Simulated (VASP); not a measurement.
Here is a VASP 6.6.1 calculation.

INCAR

```
PREC = Accurate
ENCUT = 520
EDIFF = 1E-7
ISMEAR = -1
SIGMA = 0.1
LREAL = False
LASPH = True
NELM = 60
ALGO = Normal
ISIF = 2
LWAVE = False
LCHARG = False
GGA = PE
NBANDS = 30
```

File KPOINTS:

```
Automatic mesh
0
Gamma
  4 4 4
```

File POSCAR:

```
La3Hf
1.0
    5.0451320000      0.0000000000      0.0000000000
    0.0000000000      5.0451320000      0.0000000000
    0.0000000000      0.0000000000      5.0451320000
La Hf
3 1
Direct
    0.0000000000      0.5000000000      0.5000000000
    0.5000000000      0.0000000000      0.5000000000
    0.5000000000      0.5000000000      0.0000000000
    0.0000000000      0.0000000000      0.0000000000
```

Potentials or basis: VASP PAW PBE potentials, release 64 (La, Hf_pv).

The run is started by

```sh
$ cat potpaw_PBE.64/La/POTCAR potpaw_PBE.64/Hf_pv/POTCAR > POTCAR
$ mpirun -np 1 vasp_std > vasp.out
```

**Question.** Estimate the pressure.

**Answer.** 0.1 GPa.

**Question.** Estimate the band gap on the k mesh.

**Answer.** Zero (an odd number of electrons rules out a gap without spin polarisation).

Caveat: spin-orbit coupling is left out, which moves the levels of the heavy elements.
